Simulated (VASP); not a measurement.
## GaN: single point with PBEsol

The system is GaN.

```
Ga N
1.0
     3.18273    0.00000    0.00000
    -1.59137    2.75633    0.00000
     0.00000    0.00000    5.18574
Ga N
2 2
Cartesian
  0.0000 1.8376 0.0010
  1.5914 0.9188 2.5939
  0.0000 1.8376 1.9540
  1.5914 0.9188 4.5469
```

```yaml
Program: VASP 6.6.1
Task: single point
Functional: PBEsol
Potentials_or_basis: VASP PAW PBE potentials, release 64 (Ga_d, N)
Cutoff: 600 eV
k_mesh: 12 × 12 × 6
Occupations: gaussian, width 0.02 eV
Spin: no spin polarisation
Dipole_correction: no
Further_INCAR_settings: ALGO = Normal; EDIFF = 1e-06; NBANDS = 26
```

```yaml
Pressure: -0.4 GPa
Band_gap_on_the_k_mesh: 1.89 eV
```

Levels at points of the mesh, in eV from the valence-band top:
| k point | band 15 | band 16 | band 17 | band 18 | band 19 | band 20 | band 21 | band 22 |
| --- | --- | --- | --- | --- | --- | --- | --- | --- |
| (0.00, 0.00, 0.00) | -1.05 | -0.04 | 0.00 | 0.00 | 1.89 | 4.21 | 9.11 | 9.82 |
| (0.50, 0.00, 0.00) | -4.27 | -2.79 | -2.26 | -1.01 | 4.95 | 5.51 | 5.95 | 8.57 |
| (0.00, 0.00, 0.50) | -0.54 | -0.54 | -0.54 | -0.54 | 4.22 | 4.22 | 8.38 | 8.38 |
| (0.50, 0.00, 0.50) | -1.97 | -1.97 | -1.92 | -1.92 | 4.30 | 4.30 | 7.70 | 7.70 |

It took 3.7 min on 1 thread of AMD EPYC 7R43 64-Core Processor (Zen 3), with other jobs on the host, peak memory 0.19 GiB.

Caveat: the PAW data sets were made with another functional, which shifts forces and pressure a little.
